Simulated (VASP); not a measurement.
The system is ZnSnN2.

```
Zn N Sn
1.0
     3.41366    0.00000    0.00000
     0.00000    3.41366    0.00000
     0.00000    0.00000    4.76422
Zn N Sn
1 2 1
Direct
  0.00000 0.00000 0.00000
  0.00000 0.50000 0.24430
  0.50000 0.00000 0.75570
  0.50000 0.50000 0.50000
```

| Quantity | Value |
| --- | --- |
| Program | VASP 6.6.1 |
| Task | relaxation of cell and atoms |
| Functional | LDA |
| Potentials or basis | VASP PAW LDA potentials, release 64 (Zn, N, Sn_d) |
| Cutoff | 600 eV |
| k mesh | 6 × 6 × 6 |
| Occupations | fermi-dirac, width 0.02 eV |
| Spin | no spin polarisation |

At the start: pressure -8.8 GPa; volume 13.88 Å³/atom.

**Question.** Where does the relaxation end?

**Answer.** Over 17 steps the energy falls by 25.0 meV/atom and the volume is 13.02 Å³/atom (-6.2 %); space group P-4m2 (No. 115, to 0.05 Å).

Step by step:
```
step  energy change (eV)  largest force (eV/Å)  pressure (GPa)  volume (Å³)
   1              0.0000                0.0001           -8.81        55.52
   2             -0.0237                0.4087            9.47        49.61
   3             -0.0967                0.1962           -0.07        52.22
   4             -0.0967                0.2006            0.08        52.16
   5             -0.0991                0.0476            0.14        52.09
   6             -0.0993                0.0124            0.17        52.07
   7             -0.0996                0.0142           -0.17        52.16
   8             -0.0996                0.0148           -0.33        52.19
   9             -0.0998                0.0022           -0.13        52.15
  10             -0.0998                0.0074           -0.03        52.12
  11             -0.0998                0.0087           -0.03        52.11
  12             -0.0998                0.0110           -0.01        52.10
  13             -0.0998                0.0096           -0.07        52.10
  14             -0.0998                0.0110           -0.03        52.10
  15             -0.0998                0.0115           -0.03        52.10
  16             -0.0998                0.0064            0.04        52.09
  17             -0.0998                0.0042            0.00        52.09
```

Final structure:
```
Zn N Sn
1.0
     3.35408    0.00000    0.00000
     0.00000    3.35408    0.00000
     0.00000    0.00000    4.63009
Zn N Sn
1 2 1
Direct
  0.00000 0.00000 0.00000
  0.00000 0.50000 0.24165
  0.50000 0.00000 0.75835
  0.50000 0.50000 0.50000
```
